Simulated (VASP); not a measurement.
# Au3C in VASP: single point with PBEsol

Aim: the single point of Au3C with PBEsol.

Program: VASP 6.6.1. These are calculated values, not measurements. Logs are shortened: lines on timing, memory, paths and dates and some standing lists are left out, and cuts for length are marked.

## Step 1: The cell of the first run

The cell holds a slab with vacuum, 4 atoms: a = 2.888 Å, b = 2.888 Å, c = 19.533 Å, α = 90.00°, β = 90.00°, γ = 90.00°.

## Step 2: Single point, PBEsol

INCAR reads:

```
SYSTEM = Au3C
  PREC = Accurate
  ENCUT = 520
  EDIFF = 1E-7
  ISMEAR = 0
  SIGMA = 0.1
  LREAL = .False.
  LASPH = .True.
  NELM = 100
  ALGO = Normal
  ISIF = 2
  LWAVE = .False.
  LCHARG = .False.
  LDIPOL = .True.
  IDIPOL = 3
  DIPOL = 0.5 0.5 0.357
  GGA = PS
  NBANDS = 26
```

KPOINTS reads:

```
regular mesh
0
Gamma
  9 9 1
  0 0 0
```

POSCAR reads:

```
Au3C
1.0
    2.8877312819      0.0000000000      0.0000000000
    0.0000000000      2.8877312819      0.0000000000
    0.0000000000      0.0000000000     19.5329374166
Au C
3 1
Direct
    0.5000000000      0.5000000000      0.2047823077
    0.0000000000      0.0000000000      0.3080165616
    0.5683079158      0.3436127560      0.4226291311
    0.6666666667      0.8333333333      0.4921651916
```

Potentials or basis: VASP PAW PBE potentials, release 64 (Au, C).

The run is started by

```console
$ cat potpaw_PBE.64/Au/POTCAR potpaw_PBE.64/C/POTCAR > POTCAR
$ mpirun -np 1 vasp_std > vasp.out
```

OUTCAR:

```text
SYSTEM = Au3C
   PREC = Accurate
   ENCUT = 520
   EDIFF = 1E-7
   ISMEAR = 0
   LREAL = .False.
   LASPH = .True.
   NELM = 100
   ISIF = 2
   GGA = PS

 ion  position               nearest neighbor table
   1  0.500  0.500  0.205-   2 2.87   2 2.87   2 2.87   2 2.87
   2  0.000  0.000  0.308-   3 2.75   1 2.87   1 2.87   1 2.87   1 2.87   3 2.95   3 3.19   3 3.36

   3  0.568  0.344  0.423-   4 1.98   4 2.02   2 2.75   2 2.95   2 3.19   2 3.36
   4  0.667  0.833  0.492-   3 1.98   3 2.02

  LATTYP: Found a simple tetragonal cell.
 ALAT       =     2.8877312819
 C/A-ratio  =     6.7641118615

  Lattice vectors:

 A1 = (   2.8877312819,   0.0000000000,   0.0000000000)
 A2 = (   0.0000000000,   2.8877312819,   0.0000000000)
 A3 = (   0.0000000000,   0.0000000000,  19.5329374166)

Analysis of symmetry for initial positions (statically):
=====================================================================
 Subroutine PRICEL returns:
 Original cell was already a primitive cell.

 Routine SETGRP: Setting up the symmetry group for a
 simple tetragonal supercell.

 Subroutine GETGRP returns: Found  1 space group operations
 (whereof  1 operations were pure point group operations)
 out of a pool of 16 trial point group operations.

The static configuration has the point symmetry C_1 .

Analysis of symmetry for dynamics (positions and initial velocities):
=====================================================================
 Subroutine PRICEL returns:
 Original cell was already a primitive cell.

 Routine SETGRP: Setting up the symmetry group for a
 simple tetragonal supercell.

 Subroutine GETGRP returns: Found  1 space group operations
 (whereof  1 operations were pure point group operations)
 out of a pool of 16 trial point group operations.

The dynamic configuration has the point symmetry C_1 .

 Subroutine INISYM returns: Found  1 space group operations
 (whereof  1 operations are pure point group operations),
 and found     1 'primitive' translations

----------------------------------------------------------------------------------------

                                     Primitive cell

  volume of cell :     162.8850

  direct lattice vectors                    reciprocal lattice vectors
     2.887731282  0.000000000  0.000000000     0.346292609  0.000000000  0.000000000
     0.000000000  2.887731282  0.000000000     0.000000000  0.346292609  0.000000000
     0.000000000  0.000000000 19.532937417     0.000000000  0.000000000  0.051195577

  length of vectors
     2.887731282  2.887731282 19.532937417     0.346292609  0.346292609  0.051195577

  position of ions in fractional coordinates (direct lattice)
     0.500000000  0.500000000  0.204782308
     0.000000000  0.000000000  0.308016562
     0.568307916  0.343612756  0.422629131
     0.666666667  0.833333333  0.492165192

  ion indices of the primitive-cell ions
   primitive index   ion index
                 1           1
                 2           2
                 3           3
                 4           4

----------------------------------------------------------------------------------------

 KPOINTS: regular mesh

Automatic generation of k-mesh.
 Grid dimensions read from file:
 generate k-points for:    9    9    1

 Generating k-lattice:

  Cartesian coordinates                     Fractional coordinates (reciprocal lattice)
     0.038476957  0.000000000  0.000000000     0.111111111  0.000000000  0.000000000
     0.000000000  0.038476957  0.000000000     0.000000000  0.111111111  0.000000000
     0.000000000  0.000000000  0.051195577     0.000000000  0.000000000  1.000000000

  Length of vectors
     0.038476957  0.038476957  0.051195577

  Shift w.r.t. Gamma in fractional coordinates (k-lattice)
     0.000000000  0.000000000  0.000000000

 Subroutine IBZKPT returns following result:
 ===========================================

 Found     41 irreducible k-points:

 Following reciprocal coordinates:
            Coordinates               Weight
  0.000000  0.000000  0.000000      1.000000
  0.111111  0.000000  0.000000      2.000000
  0.000000  0.111111  0.000000      2.000000
  0.222222  0.000000  0.000000      2.000000
  0.000000  0.222222  0.000000      2.000000
  0.333333  0.000000  0.000000      2.000000
[... 16 lines left out ...]
  0.111111  0.444444  0.000000      2.000000
  0.222222  0.222222  0.000000      2.000000
 [... further k-points ...]
   k-points           NKPTS =     41   k-points in BZ     NKDIM =     41   number of bands    NBANDS=     26
   number of dos      NEDOS =    301   number of ions     NIONS =      4
   total plane-waves  NPLWV =  86400
   dimension x,y,z NGX =    24 NGY =   24 NGZ =  150
   dimension x,y,z NGXF=    48 NGYF=   48 NGZF=  300
   ions per type =               3   1
   NGX,Y,Z   is equivalent  to a cutoff of  13.82, 13.82, 12.77 a.u.
   NGXF,Y,Z  is equivalent  to a cutoff of  27.63, 27.63, 25.53 a.u.
 SYSTEM =  Au3C
   PREC   = accura    normal or accurate (medium, high low for compatibility)
   ISTART =      0    job   : 0-new  1-cont  2-samecut
   ICHARG =      2    charge: 1-file 2-atom 10-const
   ISPIN  =      1    spin polarized calculation?
   LNONCOLLINEAR =      F non collinear calculations
   LSORBIT =      F    spin-orbit coupling
   LASPH  =      T    aspherical Exc in radial PAW
   ENCUT  =  520.0 eV  38.22 Ry    6.18 a.u.   5.37  5.37 36.32*2*pi/ulx,y,z
   NELM   =    100;   NELMIN=  2; NELMDL= -5     # of ELM steps
   EDIFF  = 0.1E-06   stopping-criterion for ELM
   LREAL  =      F    real-space projection
   EDIFFG = 0.1E-05   stopping-criterion for IOM
   NSW    =      0    number of steps for IOM
   IBRION =     -1    ionic relax: 0-MD 1-quasi-New 2-CG
   NFREE  =      0    steps in history (QN), initial steepest desc. (CG)
   ISIF   =      2    stress and relaxation
   ISYM   =      2    0-nonsym 1-usesym 2-fastsym
   POTIM  = 0.5000    time-step for ionic-motion
   TEBEG  =    0.0;   TEEND  =   0.0 temperature during run
   PSTRESS=    0.0 pullay stress
   NELECT =      37.0000    total number of electrons
   NUPDOWN=      -1.0000    fix difference up-down
   EMIN   =  10.00;   EMAX   =-10.00  energy-range for DOS
   EFERMI =   0.00;   METHOD = LEGACY
   ISMEAR =     0;   SIGMA  =   0.10  broadening in eV -4-tet -1-fermi 0-gaus
   EFERMI_NEDOS =   21; number of points for ismear=-14 and -15
   IALGO  =     38    algorithm
   IMIX   =      4    mixing-type and parameters
     AMIX     =   0.40;   BMIX     =  1.00
     AMIX_MAG =   1.60;   BMIX_MAG =  1.00
  volume/ion in A,a.u.               =      40.72       274.80
  Fermi-wavevector in a.u.,A,eV,Ry     =   0.998884  1.887617 13.575473  0.997769
  Thomas-Fermi vector in A             =   2.131137
   LORBIT       =      0    0 simple, 1 ext, 2 COOP (PROOUT), +10 PAW based schemes
   GGA     = PS    functional components
   LHFCALC =     F    Hartree Fock is set to
   AEXX    =    0.0000 exact exchange contribution
   IVDW    =     0    specifies the selected vdW correction
   LEPSILON=     F    determine dielectric tensor
   LRPA    =     F    only Hartree local field effects (RPA)
 non-spin polarized calculation
 Gauss-broadening in eV      SIGMA  =   0.10
  energy-cutoff  :      520.00
  volume of cell :      162.89
 maximum number of plane-waves:      4431
 NGX is ok and might be reduce to    24
   NGX = 11   NGY = 11   NGZ = 73

 dipolmoment           0.000000      0.000000     -0.156080 electrons x Angstroem

 number of electron      37.0000003 magnetization

 dipolmoment           0.000000      0.000000      0.063037 electrons x Angstroem

 Free energy of the ion-electron system (eV)
  ---------------------------------------------------
  ext. energy  EPLUGINS =         0.00000000
  ---------------------------------------------------
  free energy    TOTEN  =       -15.67661177 eV

  energy without entropy =      -15.66663239  energy(sigma->0) =      -15.67162208

 E-fermi :  -0.6277     XC(G=0):  -5.5356

 val. band max:       -0.6374156537   @ k =   0.3333   0.2222   0.0000
 cond. band min:      -0.6138417492   @ k =  -0.2222   0.2222   0.0000
 fundamental gap:      0.0235739045
 Fermi energy:        -0.6277398967

 k-point     1 :       0.0000    0.0000    0.0000
  band No.  band energies     occupation
      1     -13.1219      2.00000
      2      -9.0633      2.00000
      3      -7.7385      2.00000
      4      -7.5692      2.00000
      5      -6.9963      2.00000
      6      -6.8912      2.00000
[... 18 lines left out ...]
     25       6.4545      0.00000
     26       6.8514      0.00000

 k-point     2 :       0.1111    0.0000    0.0000
  band No.  band energies     occupation
      1     -13.0048      2.00000
      2      -8.8187      2.00000
      3      -7.6901      2.00000
      4      -7.2972      2.00000
      5      -6.9279      2.00000
      6      -6.7105      2.00000
[... 18 lines left out ...]
     25       6.5619      0.00000
     26       7.0772      0.00000

 k-point     3 :       0.0000    0.1111    0.0000
  band No.  band energies     occupation
      1     -12.9554      2.00000
      2      -8.8947      2.00000
      3      -7.5519      2.00000
      4      -7.5097      2.00000
      5      -7.0800      2.00000
      6      -6.6968      2.00000
[... 18 lines left out ...]
     25       6.6298      0.00000
     26       7.1647      0.00000

 k-point     4 :       0.2222    0.0000    0.0000
  band No.  band energies     occupation
      1     -12.6956      2.00000
      2      -8.2079      2.00000
      3      -7.5740      2.00000
      4      -6.8248      2.00000
      5      -6.6407      2.00000
      6      -6.5378      2.00000
[... 18 lines left out ...]
     25       6.7250      0.00000
     26       7.2478      0.00000

 k-point     5 :       0.0000    0.2222    0.0000
  band No.  band energies     occupation
      1     -12.5625      2.00000
      2      -8.5704      2.00000
      3      -7.3782      2.00000
      4      -7.0724      2.00000
      5      -6.9550      2.00000
      6      -6.4685      2.00000
[... 18 lines left out ...]
     25       6.6624      0.00000
     26       7.4598      0.00000

 k-point     6 :       0.3333    0.0000    0.0000
  band No.  band energies     occupation
      1     -12.3143      2.00000
      2      -7.6918      2.00000
      3      -7.4198      2.00000
      4      -6.8511      2.00000
      5      -6.5858      2.00000
      6      -6.3196      2.00000
[... 427 lines left out ...]
 k-point    21 :      -0.1111    0.4444    0.0000
  band No.  band energies     occupation
      1     -11.9755      2.00000
      2      -7.5778      2.00000
      3      -6.9622      2.00000
      4      -6.7858      2.00000
      5      -6.2422      2.00000
      6      -6.0904      2.00000
[... 18 lines left out ...]
     25       7.5332      0.00000
     26       8.1531      0.00000

 k-point    22 :      -0.4444    0.1111    0.0000
  band No.  band energies     occupation
      1     -11.8984      2.00000
      2      -7.5087      2.00000
      3      -7.2189      2.00000
      4      -6.9636      2.00000
      5      -6.5487      2.00000
      6      -6.2980      2.00000
[... 18 lines left out ...]
     25       6.4166      0.00000
     26       7.9333      0.00000

 k-point    23 :       0.1111    0.4444    0.0000
  band No.  band energies     occupation
      1     -11.9749      2.00000
      2      -7.5868      2.00000
      3      -6.9542      2.00000
      4      -6.7759      2.00000
      5      -6.2592      2.00000
      6      -6.0936      2.00000
[... 18 lines left out ...]
     25       7.5290      0.00000
     26       8.1582      0.00000

 k-point    24 :       0.2222    0.2222    0.0000
  band No.  band energies     occupation
      1     -12.1878      2.00000
      2      -7.8940      2.00000
      3      -6.9228      2.00000
      4      -6.8387      2.00000
      5      -6.4840      2.00000
      6      -6.1289      2.00000
[... 18 lines left out ...]
     25       7.5383      0.00000
     26       7.6979      0.00000

 [... further k-points ...]

------------------------ aborting loop because EDIFF is reached ----------------------------------------

 vacuum level on the upper side and lower side of the slab       (xc-potential included)         0.656        -0.750

  FORCE on cell =-STRESS in cart. coord.  units (eV):
  Direction    XX          YY          ZZ          XY          YZ          ZX
  --------------------------------------------------------------------------------------
  -------------------------------------------------------------------------------------
  Total       -2.8139265      0.4907510     -0.0560038     -0.0850180      0.9397126     -0.6414345
  in kB      -27.6784793      4.8271483     -0.5508676     -0.8362583      9.2432459     -6.3093089
  external PRESSURE =      -7.8007329 kB  Pullay stress =       0.0000000 kB

 VOLUME and BASIS-vectors are now :
 -----------------------------------------------------------------------------
  energy-cutoff  :      520.00
  volume of cell :      162.89
      direct lattice vectors                 reciprocal lattice vectors
     2.887731282  0.000000000  0.000000000     0.346292609  0.000000000  0.000000000
     0.000000000  2.887731282  0.000000000     0.000000000  0.346292609  0.000000000
     0.000000000  0.000000000 19.532937417     0.000000000  0.000000000  0.051195577

 POSITION                                       TOTAL-FORCE (eV/Angst)
 -----------------------------------------------------------------------------------
      1.44387      1.44387      4.00000        -0.015226      0.029622      0.045062
      0.00000      0.00000      6.01647         0.207774     -0.303124     -0.039992
      1.64112      0.99226      8.25519        -0.014680     -0.012302     -0.069125
      1.92515      2.40644      9.61343        -0.177869      0.285804      0.064055
 -----------------------------------------------------------------------------------
    total drift:                               -0.000125     -0.000039     -0.000062

  FREE ENERGIE OF THE ION-ELECTRON SYSTEM (eV)
  ---------------------------------------------------
  free  energy   TOTEN  =       -15.6766117717 eV

  energy  without entropy=      -15.6666323905  energy(sigma->0) =      -15.67162208

 vacuum level on the upper side and lower side of the slab         6.049         4.681
```

Wall time 7.4 min (1 thread of Oxide Virtual Turin-like, shared host); peak memory 0.32 GiB.

Results:

| Quantity | Value |
| --- | --- |
| Free energy | -15.6766 eV |
| Largest force | 0.370 eV/Å |

Forces on the atoms (eV/Å):
```
Au  -0.015  0.030  0.045
Au   0.208 -0.303 -0.040
Au  -0.015 -0.012 -0.069
C   -0.178  0.286  0.064
```

Levels at points of the mesh, in eV from the Fermi level:
```tsv
k point	band 15	band 16	band 17	band 18	band 19	band 20	band 21	band 22	band 23	band 24
(0.00, 0.00, 0.00)	-2.54	-1.96	-1.94	-1.76	-0.62	0.95	2.09	3.09	5.22	6.21
```

Caveat: the PAW data sets were made with another functional, which shifts forces and pressure a little; spin-orbit coupling is left out, which moves the levels of the heavy elements.
